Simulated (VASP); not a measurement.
Lu, 1 atom in the cell. It takes space group Im-3m (No. 229, cubic). Conventional cell: a = 3.534 Å, b = 3.534 Å, c = 3.534 Å, α = 90.00°, β = 90.00°, γ = 90.00°. Lu (site symmetry m-3m) has 14 Lu at 3.06 to 3.53 Å within 4.0 Å. This isn't the form of Lu at room conditions, which is hcp.

* Program: VASP 6.6.1
* Task: single point
* Functional: r2SCAN
* Potentials or basis: VASP PAW PBE potentials, release 64 (Lu)
* Cutoff: 520 eV
* k mesh: 10 × 10 × 10
* Occupations: fermi-dirac, width 0.05 eV
* Spin: no spin polarisation
* Dipole correction: no
* Further INCAR settings: ALGO = Normal; EDIFF = 1e-07; NBANDS = 18

Potentials or basis: VASP PAW PBE potentials, release 64 (Lu).

Command:

```sh
$ cat potpaw_PBE.64/Lu/POTCAR > POTCAR
$ cp INCAR.step1 INCAR
$ mpirun -np 1 vasp_std > vasp.out
$ cp INCAR.step2 INCAR
$ mpirun -np 1 vasp_std > vasp.out
```

Hardware: 1 thread of Intel(R) Xeon(R) Platinum 8488C (Sapphire Rapids) (shared host).

Estimate the wall time of this run.

It took 41 s on 1 thread of Intel(R) Xeon(R) Platinum 8488C (Sapphire Rapids), on a shared host, peak memory 0.16 GiB. Counts: k points 47.
